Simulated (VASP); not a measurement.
Set up this calculation in VASP 6.6.1, as the native input.

- Task: single point
- Functional: r2SCAN
- Potentials or basis: VASP PAW PBE potentials, release 64 (Ca_sv, O)
- Cutoff: 520 eV
- k mesh: 6 × 6 × 6
- Occupations: fermi-dirac, width 0.05 eV
- Spin: no spin polarisation
- Dipole correction: no
- Further INCAR settings: ALGO = Normal; EDIFF = 1e-06; NBANDS = 15

CaO:

```
CELL_PARAMETERS angstrom
0.00000 2.40356 2.40356
2.40356 0.00000 2.40356
2.40356 2.40356 0.00000
ATOMIC_POSITIONS crystal
Ca 0.00000 0.00000 0.00000
O 0.50000 0.50000 0.50000
```

These files were run (other wordings do the same):

POSCAR

```
CaO
1.0
    0.0000000000      2.4035556960      2.4035556960
    2.4035556960      0.0000000000      2.4035556960
    2.4035556960      2.4035556960      0.0000000000
Ca O
1 1
Direct
    0.0000000000      0.0000000000      0.0000000000
    0.5000000000      0.5000000000      0.5000000000
```

INCAR.step1

```
  ALGO = Normal
  EDIFF = 1E-4
  ENCUT = 520
  GGA = PE
  ISMEAR = -1
  LASPH = T
  LCHARG = F
  LREAL = F
  LWAVE = T
  NBANDS = 15
  NELM = 60
  PREC = Accurate
  SIGMA = 0.05
```

INCAR.step2

```
  ALGO = Normal
  EDIFF = 1E-6
  ENCUT = 520
  ISIF = 2
  ISMEAR = -1
  ISTART = 1
  LASPH = T
  LCHARG = F
  LMIXTAU = T
  LREAL = F
  LWAVE = F
  METAGGA = R2SCAN
  NBANDS = 15
  NELM = 60
  PREC = Accurate
  SIGMA = 0.05
```

KPOINTS

```
k-points
0
Gamma
  6 6 6
```

Potentials or basis: VASP PAW PBE potentials, release 64 (Ca_sv, O).

Run with:

```console
$ cat potpaw_PBE.64/Ca_sv/POTCAR potpaw_PBE.64/O/POTCAR > POTCAR
$ cp INCAR.step1 INCAR
$ mpirun -np 1 vasp_std > vasp.out
$ cp INCAR.step2 INCAR
$ mpirun -np 1 vasp_std > vasp.out
```

It gave:

```yaml
Pressure: 0.1 GPa
Band_gap_on_the_k_mesh: 4.19 eV, indirect (least direct gap 4.56 eV)
```

Caveat: the PAW data sets were made with another functional, which shifts forces and pressure a little.

Run time: 27 s on 1 thread of Intel(R) Xeon(R) Platinum 8375C CPU @ 2.90GHz (Ice Lake), with other jobs on the host, peak memory 0.16 GiB.
